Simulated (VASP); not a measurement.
A run of VASP 6.6.1 is set up as follows.

File POSCAR:

```
I
1.0
    0.0000000000      2.6057827397      2.6057827397
    2.6057827397      0.0000000000      2.6057827397
    2.6057827397      2.6057827397      0.0000000000
I
1
Direct
    0.0000000000      0.0000000000      0.0000000000
```

File INCAR.step1:

```
  PREC = Accurate
  ENCUT = 520
  ISMEAR = 0
  SIGMA = 0.1
  LREAL = F
  LASPH = T
  NELM = 60
  NBANDS = 10
  GGA = PE
  ALGO = Normal
  EDIFF = 1E-4
  LWAVE = T
  LCHARG = F
```

File INCAR.step2:

```
  PREC = Accurate
  ENCUT = 520
  EDIFF = 1E-7
  ISMEAR = 0
  SIGMA = 0.1
  LREAL = F
  LASPH = T
  NELM = 60
  ALGO = Normal
  ISIF = 2
  LWAVE = F
  LCHARG = F
  METAGGA = R2SCAN
  LMIXTAU = T
  NBANDS = 10
  ISTART = 1
```

Contents of KPOINTS:

```
regular mesh
0
Gamma
  12 12 12
```

Potentials or basis: VASP PAW PBE potentials, release 64 (I).

The run is started by

```sh
$ cat potpaw_PBE.64/I/POTCAR > POTCAR
$ cp INCAR.step1 INCAR
$ mpirun -np 1 vasp_std > vasp.out
$ cp INCAR.step2 INCAR
$ mpirun -np 1 vasp_std > vasp.out
```

Predict the band gap on the k mesh.

zero (an odd number of electrons rules out a gap without spin polarisation).

What does it give for the pressure?

0.0 GPa.

Caveat: the PAW data sets were made with another functional, which shifts forces and pressure a little; spin-orbit coupling is left out, which moves the levels of the heavy elements; an odd number of electrons without spin polarisation forces a metal; a magnetic or distorted state may lie lower.
